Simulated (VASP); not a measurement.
# Hf4HS8 (a cell with a defect) in VASP: a series of runs

Hf4HS8 (a cell with a defect) is run at these levels: PBE+D3(BJ); tasks: single point.

Everything below comes from runs of VASP 6.6.1. Logs are shortened: lines on timing, memory, paths and dates and some standing lists are left out, and cuts for length are marked.

### Step 1. The cell of the first run

The cell holds a defect, 13 atoms: a = 6.804 Å, b = 6.804 Å, c = 7.212 Å, α = 105.36°, β = 105.36°, γ = 116.00°.

### Step 2. Single point, PBE+D3(BJ), collinear spin

Contents of INCAR:

```
ALGO = Fast
EDIFF = 1E-7
ENCUT = 520
GGA = PE
ISIF = 2
ISMEAR = 0
ISPIN = 2
IVDW = 12
LASPH = True
LCHARG = True
LELF = True
LMAXMIX = 4
LORBIT = 11
LREAL = False
LVHAR = True
LWAVE = False
MAGMOM = 0.14 0.15 0.14 0.08 0.02 0.02 0.02 0.02 0 0.01 0.01 0.01 0.01
NBANDS = 60
NELM = 150
PREC = Accurate
SIGMA = 0.02
```

Contents of KPOINTS:

```
k-points
0
Gamma
  3 3 3
```

Contents of POSCAR:

```
Hf4HS8
1.0
    3.6058628401      0.0000000000      5.7703877075
    3.6058628401      0.0000000000     -5.7703877075
   -3.6058628401      6.2455376441      0.0000000000
Hf S H
4 8 1
Direct
   -0.0005260636      0.9900136176      0.5070615503
   -0.0075779882      1.0033015741     -0.0087846721
    0.5049075868      0.5116882404      0.5037976199
    0.4996705712      0.4947942958     -0.0021384868
    0.7060324224      0.9573631949      0.1720585258
    0.7034264694      0.9660550962      0.6632633147
    0.2053113782      0.4594177007      0.1668751450
    0.2049466934      0.4498515545      0.6620578140
    0.3007086670      0.0433838433      0.3263741436
    0.2939180864      0.0349481391      0.8370006392
    0.7931999864      0.5358793218      0.3339798939
    0.7952162807      0.5452193874      0.8345966828
    0.4614616217      0.9862601541      0.2730320586
```

Potentials or basis: VASP PAW PBE potentials, release 64 (Hf_pv, S, H).

Launch:

```sh
$ cat potpaw_PBE.64/Hf_pv/POTCAR potpaw_PBE.64/S/POTCAR potpaw_PBE.64/H/POTCAR > POTCAR
$ mpirun -np 1 vasp_std > vasp.out
```

OUTCAR:

```text
EDIFF = 1E-7
   ENCUT = 520
   GGA = PE
   ISIF = 2
   ISMEAR = 0
   ISPIN = 2
   IVDW = 12
   LASPH = True
   LORBIT = 11
   LREAL = False
   NELM = 150
   PREC = Accurate
 IVDW          = 12

 ion  position               nearest neighbor table
   1  0.999  0.990  0.507-  11 2.51  10 2.51   6 2.52   8 2.55   5 2.58   9 2.65   2 3.48   3 3.50
                             4 3.58   4 3.63   3 3.72   2 3.73
   2  0.992  0.003  0.991-   6 2.51   7 2.52  10 2.54  12 2.54   5 2.57   9 2.60   1 3.48   3 3.52
                             4 3.58   4 3.64   3 3.69   1 3.73
   3  0.505  0.512  0.504-   6 2.52   8 2.53  12 2.54   7 2.54  11 2.54   9 2.60   1 3.50   2 3.52
                             4 3.60   4 3.61   2 3.69   1 3.72
   4  0.500  0.495  0.998-  12 2.53  10 2.54   8 2.54  11 2.56   5 2.56   7 2.57   2 3.58   1 3.58
                             3 3.60   3 3.61   1 3.63   2 3.64
   5  0.706  0.957  0.172-   4 2.56   2 2.57   1 2.58
   6  0.703  0.966  0.663-   2 2.51   3 2.52   1 2.52
   7  0.205  0.459  0.167-   2 2.52   3 2.54   4 2.57
   8  0.205  0.450  0.662-   3 2.53   4 2.54   1 2.55
   9  0.301  0.043  0.326-  13 1.42   3 2.60   2 2.60   1 2.65
  10  0.294  0.035  0.837-   1 2.51   2 2.54   4 2.54
  11  0.793  0.536  0.334-   1 2.51   3 2.54   4 2.56
  12  0.795  0.545  0.835-   4 2.53   2 2.54   3 2.54
  13  0.461  0.986  0.273-   9 1.42

  LATTYP: Found a face centered orthorhombic cell.
 ALAT       =     7.2117256802
 B/A-ratio  =     1.6002793127
 C/A-ratio  =     1.7320508075

  Lattice vectors:

 A1 = (   0.0000000000,   6.2455376441,  -5.7703877075)
 A2 = (   3.6058628401,   6.2455376441,   0.0000000000)
 A3 = (   3.6058628401,   0.0000000000,  -5.7703877075)

Analysis of symmetry for initial positions (statically):
=====================================================================
 Subroutine PRICEL returns:
 Original cell was already a primitive cell.

 Routine SETGRP: Setting up the symmetry group for a
 face centered orthorhombic supercell.

 Subroutine GETGRP returns: Found  1 space group operations
 (whereof  1 operations were pure point group operations)
 out of a pool of  8 trial point group operations.

The static configuration has the point symmetry C_1 .

Analysis of symmetry for dynamics (positions and initial velocities):
=====================================================================
 Subroutine PRICEL returns:
 Original cell was already a primitive cell.

 Routine SETGRP: Setting up the symmetry group for a
 face centered orthorhombic supercell.

 Subroutine GETGRP returns: Found  1 space group operations
 (whereof  1 operations were pure point group operations)
 out of a pool of  8 trial point group operations.

The dynamic configuration has the point symmetry C_1 .

Analysis of structural, dynamic, and magnetic symmetry:
=====================================================================
 Subroutine PRICEL returns:
 Original cell was already a primitive cell.

 Routine SETGRP: Setting up the symmetry group for a
 face centered orthorhombic supercell.

 Subroutine GETGRP returns: Found  1 space group operations
 (whereof  1 operations were pure point group operations)
 out of a pool of  8 trial point group operations.

The overall configuration has the point symmetry C_1 .

 Subroutine INISYM returns: Found  1 space group operations
 (whereof  1 operations are pure point group operations),
 and found     1 'primitive' translations

----------------------------------------------------------------------------------------

                                     Primitive cell

  volume of cell :     259.9046

  direct lattice vectors                    reciprocal lattice vectors
     3.605862840  0.000000000  5.770387708     0.138663067  0.080057159  0.086649290
     3.605862840  0.000000000 -5.770387708     0.138663067  0.080057159 -0.086649290
    -3.605862840  6.245537644  0.000000000     0.000000000  0.160114318  0.000000000

  length of vectors
     6.804382493  6.804382493  7.211725680     0.182056844  0.182056844  0.160114318

[... 90 lines left out ...]
   NELM   =    150;   NELMIN=  2; NELMDL= -5     # of ELM steps
   EDIFF  = 0.1E-06   stopping-criterion for ELM
   LREAL  =      F    real-space projection
   EDIFFG = 0.1E-05   stopping-criterion for IOM
   NSW    =      0    number of steps for IOM
   IBRION =     -1    ionic relax: 0-MD 1-quasi-New 2-CG
   NFREE  =      0    steps in history (QN), initial steepest desc. (CG)
   ISIF   =      2    stress and relaxation
   ISYM   =      2    0-nonsym 1-usesym 2-fastsym
   POTIM  = 0.5000    time-step for ionic-motion
   TEBEG  =    0.0;   TEEND  =   0.0 temperature during run
   PSTRESS=    0.0 pullay stress
   NELECT =      89.0000    total number of electrons
   NUPDOWN=      -1.0000    fix difference up-down
   EMIN   =  10.00;   EMAX   =-10.00  energy-range for DOS
   EFERMI =   0.00;   METHOD = LEGACY
   ISMEAR =     0;   SIGMA  =   0.02  broadening in eV -4-tet -1-fermi 0-gaus
   EFERMI_NEDOS =   21; number of points for ismear=-14 and -15
   IALGO  =     68    algorithm
   IMIX   =      4    mixing-type and parameters
     AMIX     =   0.40;   BMIX     =  1.00
     AMIX_MAG =   1.60;   BMIX_MAG =  1.00
  volume/ion in A,a.u.               =      19.99       134.92
  Fermi-wavevector in a.u.,A,eV,Ry     =   1.145338  2.164374 17.848096  1.311798
  Thomas-Fermi vector in A             =   2.282026
   LORBIT       =     11    0 simple, 1 ext, 2 COOP (PROOUT), +10 PAW based schemes
   GGA     = PE    functional components
   LHFCALC =     F    Hartree Fock is set to
   AEXX    =    0.0000 exact exchange contribution
   IVDW    =    12    specifies the selected vdW correction
   LEPSILON=     F    determine dielectric tensor
   LRPA    =     F    only Hartree local field effects (RPA)
 spin polarized calculation
 RMM-DIIS sequential band-by-band and
 Gauss-broadening in eV      SIGMA  =   0.02
  energy-cutoff  :      520.00
  volume of cell :      259.90
 maximum number of plane-waves:      7055
 NGX is ok and might be reduce to    50
   NGX = 25   NGY = 25   NGZ = 27

 number of electron      89.0000001 magnetization       0.2203110

 Free energy of the ion-electron system (eV)
  ---------------------------------------------------
  ext. energy  EPLUGINS =         0.00000000
  ---------------------------------------------------
  free energy    TOTEN  =       -93.84260272 eV

  energy without entropy =      -93.84139992  energy(sigma->0) =      -93.84200132

 E-fermi :   4.8885     XC(G=0):  -9.9097

 val. band max:        4.8753996183   @ k =   0.3333   0.3333   0.0000
 cond. band min:       4.8910440880   @ k =   0.0000   0.0000   0.0000
 fundamental gap:      0.0156444698
 Fermi energy:         4.8884970474

 spin component 1

 k-point     1 :       0.0000    0.0000    0.0000
  band No.  band energies     occupation
      1     -27.0246      1.00000
      2     -26.9655      1.00000
      3     -26.9502      1.00000
      4     -26.8667      1.00000
      5     -26.8446      1.00000
      6     -26.8246      1.00000
[... 815 lines left out ...]
     55       7.7675      0.00000
     56       7.8665      0.00000
 Fermi energy:         4.8884970474

 spin component 2

 k-point     1 :       0.0000    0.0000    0.0000
  band No.  band energies     occupation
      1     -27.0048      1.00000
      2     -26.9498      1.00000
      3     -26.9343      1.00000
      4     -26.8412      1.00000
      5     -26.8227      1.00000
      6     -26.8075      1.00000
[... 815 lines left out ...]
     55       7.7909      0.00000
     56       7.8867      0.00000
 [bands above 56 left out]

------------------------ aborting loop because EDIFF is reached ----------------------------------------

 Edisp (eV)   -4.22154

 E8    (eV) :    -1.8052

  FORCE on cell =-STRESS in cart. coord.  units (eV):
  Direction    XX          YY          ZZ          XY          YZ          ZX
  --------------------------------------------------------------------------------------
  -------------------------------------------------------------------------------------
  Total      -2.15727    -1.77000    -0.84617     0.69651     0.65492    -1.38264
  in kB     -13.29848   -10.91115    -5.21621     4.29364     4.03726    -8.52328
  external pressure =       -9.81 kB  Pullay stress =        0.00 kB

 VOLUME and BASIS-vectors are now :
 -----------------------------------------------------------------------------
  energy-cutoff  :      520.00
  volume of cell :      259.90
      direct lattice vectors                 reciprocal lattice vectors
     3.605862840  0.000000000  5.770387708     0.138663067  0.080057159  0.086649290
     3.605862840  0.000000000 -5.770387708     0.138663067  0.080057159 -0.086649290
    -3.605862840  6.245537644  0.000000000     0.000000000  0.160114318  0.000000000

 POSITION                                       TOTAL-FORCE (eV/Angst)
 -----------------------------------------------------------------------------------
      5.34542      3.16687      0.05459        -0.056474      0.034175     -0.009485
      0.01626      6.19067      5.70761        -0.008078     -0.000095      0.027155
      1.84908      3.14649     -0.03913         0.022617      0.007353     -0.025753
     -0.01225      6.23218      0.02814         0.016468      0.007104     -0.012042
      5.37756      1.07460     -1.45028         0.042087     -0.009164      0.086310
      3.62828      4.14244     -1.51547         0.033258     -0.018254      0.076848
      1.79519      1.04222     -1.46629         0.025031     -0.007441      0.070699
     -0.02618      4.13491     -1.41320         0.013965     -0.006428      0.067172
      0.06389      2.03838      1.48486         0.018673     -0.019795     -0.026614
     -1.83226      5.22752      1.49436        -0.001378     -0.013173     -0.067020
      3.58819      2.08588      1.48484         0.005742     -0.004656     -0.054587
      1.82399      5.21251      1.44258         0.002345     -0.037738     -0.039361
      4.23577      1.70523     -3.02829        -0.114257      0.068112     -0.093324
 -----------------------------------------------------------------------------------
    total drift:                               -0.000148     -0.000081     -0.000167

  FREE ENERGIE OF THE ION-ELECTRON SYSTEM (eV)
  ---------------------------------------------------
  free  energy   TOTEN  =       -98.0641385445 eV

  energy  without entropy=      -98.0629357463  energy(sigma->0) =      -98.06353715

 total charge

# of ion       s       p       d       tot
------------------------------------------
    1        0.305   6.493   1.497   8.295
    2        0.307   6.508   1.493   8.309
    3        0.311   6.520   1.484   8.314
    4        0.309   6.515   1.463   8.287
    5        1.336   2.429   0.000   3.765
    6        1.344   2.429   0.000   3.773
    7        1.342   2.430   0.000   3.772
    8        1.343   2.423   0.000   3.766
    9        1.311   2.487   0.000   3.799
   10        1.344   2.424   0.000   3.768
   11        1.343   2.426   0.000   3.769
   12        1.343   2.426   0.000   3.768
   13        0.489   0.038   0.000   0.527
--------------------------------------------------
tot         12.425  45.549   5.938  63.912

 magnetization (x)

# of ion       s       p       d       tot
------------------------------------------
    1        0.002   0.001   0.038   0.042
    2        0.002   0.001   0.037   0.041
    3        0.001   0.001   0.020   0.022
    4        0.001   0.001   0.018   0.019
    5        0.000   0.002   0.000   0.002
    6        0.000   0.001   0.000   0.001
    7        0.000   0.001   0.000   0.002
    8        0.000   0.001   0.000   0.001
    9       -0.000  -0.002   0.000  -0.002
   10        0.000  -0.001   0.000  -0.001
   11        0.000   0.001   0.000   0.001
   12        0.000   0.002   0.000   0.002
   13        0.001   0.000   0.000   0.001
--------------------------------------------------
tot          0.009   0.009   0.112   0.131
```

Wall time 17 min (1 thread of Oxide Virtual Turin-like, shared host); peak memory 0.65 GiB.

What came out:

- Free energy: -98.0641 eV
- Pressure: -1.0 GPa
- Largest force: 0.162 eV/Å
- Net moment: 0.22 μB per cell
- Site moments: Hf +0.04, +0.02 (each value once); S +0.00, -0.00 (each value once); H +0.00 μB
- Valence electrons inside the program's atomic spheres: Hf 8.29, 8.31 (each value once); S 3.77, 3.80 (each value once); H 0.53
- Dispersion energy per atom: -0.325 eV

Forces in eV/Å, atoms in the order of the input:
```
Hf  -0.056  0.034 -0.009
Hf  -0.008  0.000  0.027
Hf   0.023  0.007 -0.026
Hf   0.016  0.007 -0.012
S    0.042 -0.009  0.086
S    0.033 -0.018  0.077
S    0.025 -0.007  0.071
S    0.014 -0.006  0.067
S    0.019 -0.020 -0.027
S   -0.001 -0.013 -0.067
S    0.006 -0.005 -0.055
S    0.002 -0.038 -0.039
H   -0.114  0.068 -0.093
```

Stress tensor (GPa, compression positive):
```
-1.33  0.43 -0.85
 0.43 -1.09  0.40
-0.85  0.40 -0.52
```

Caveat: the k points lie up to 0.38 Å⁻¹ apart; spin-orbit coupling is left out, which moves the levels of the heavy elements.

### Step 3. Single point, PBE+D3(BJ), collinear spin

Contents of INCAR:

```
SYSTEM = Hf4HS8
ALGO = Fast
EDIFF = 1E-6
ENCUT = 520
GGA = PE
ISIF = 2
ISMEAR = 0
ISPIN = 2
IVDW = 12
LASPH = .TRUE.
LCHARG = .FALSE.
LMAXMIX = 4
LORBIT = 11
LREAL = .FALSE.
LWAVE = .FALSE.
MAGMOM = 0.14 0.15 0.14 0.08 0.02 0.02 0.02 0.02 0 0.01 0.01 0.01 0.01
NBANDS = 60
NELM = 150
PREC = Accurate
SIGMA = 0.02
```

Contents of KPOINTS:

```
k-points
0
G
  3 3 3
  0 0 0
```

Contents of POSCAR:

```
Hf4HS8
1.0
    3.6058628401      0.0000000000      5.7703877075
    3.6058628401      0.0000000000     -5.7703877075
   -3.6058628401      6.2455376441      0.0000000000
Hf S H
4 8 1
Direct
    0.0075778356      0.9966983747      0.5087845404
    0.0005259911      1.0099864113     -0.0070615218
    0.5003294069      0.5052056824      0.5021385153
    0.4950923914      0.4883117378     -0.0037975914
    0.6992913111      0.9566161349      0.1736258849
    0.7060818181      0.9650517653      0.6629992862
    0.2067999918      0.4641206564      0.1660201345
    0.2047836238      0.4547805171      0.6654032426
    0.2939674757      0.0426367033      0.3279413426
    0.2965736538      0.0339450269      0.8367367708
    0.7946886000      0.5405822775      0.3331248835
    0.7950532111      0.5501483500      0.8379421113
    0.5385384399      1.0137397850      0.2269679699
```

Potentials or basis: VASP PAW PBE potentials, release 64 (Hf_pv, S, H).

Launch:

```sh
$ cat potpaw_PBE.64/Hf_pv/POTCAR potpaw_PBE.64/S/POTCAR potpaw_PBE.64/H/POTCAR > POTCAR
$ mpirun -np 1 vasp_std > vasp.out
```

Wall time 29 min (1 thread of Oxide Virtual Turin-like, shared host); peak memory 0.66 GiB.

The run converged. Its results:

```yaml
Free_energy: -98.0641 eV
Pressure: -1.0 GPa
Largest_force: 0.162 eV/Å
Net_moment: 0.22 μB per cell
Site_moments: Hf +0.04, +0.02 (each value once); S -0.00, +0.00 (each value once); H +0.00 μB
Valence_electrons_inside_the_program's_atomic_spheres: Hf 8.31, 8.29 (each value once); S 3.80, 3.77 (each value once); H 0.53
Dispersion_energy_per_atom: -0.325 eV
```

Forces on the atoms (eV/Å):
```
Hf   0.008  0.000 -0.027
Hf   0.056 -0.034  0.010
Hf  -0.016 -0.007  0.012
Hf  -0.023 -0.007  0.026
S   -0.019  0.020  0.027
S    0.001  0.013  0.067
S   -0.006  0.005  0.055
S   -0.002  0.038  0.039
S   -0.042  0.009 -0.086
S   -0.033  0.018 -0.077
S   -0.025  0.007 -0.071
S   -0.014  0.006 -0.067
H    0.114 -0.068  0.093
```

Stress tensor (GPa, compression positive):
```
-1.33  0.43 -0.85
 0.43 -1.09  0.40
-0.85  0.40 -0.52
```

Levels at points of the mesh, in eV from the Fermi level:
Spin up:
```
           k point  band 40  band 41  band 42  band 43  band 44  band 45  band 46  band 47  band 48  band 49
(0.00, 0.00, 0.00)    -2.20    -2.07    -1.34    -1.31    -1.22    -0.45    -0.19    -0.03     0.88     0.93
```
Spin down:
```tsv
k point	band 40	band 41	band 42	band 43	band 44	band 45	band 46	band 47	band 48	band 49
(0.00, 0.00, 0.00)	-2.20	-2.06	-1.34	-1.31	-1.21	-0.40	-0.16	0.00	0.92	0.95
```

Caveat: the k points lie up to 0.38 Å⁻¹ apart; spin-orbit coupling is left out, which moves the levels of the heavy elements.
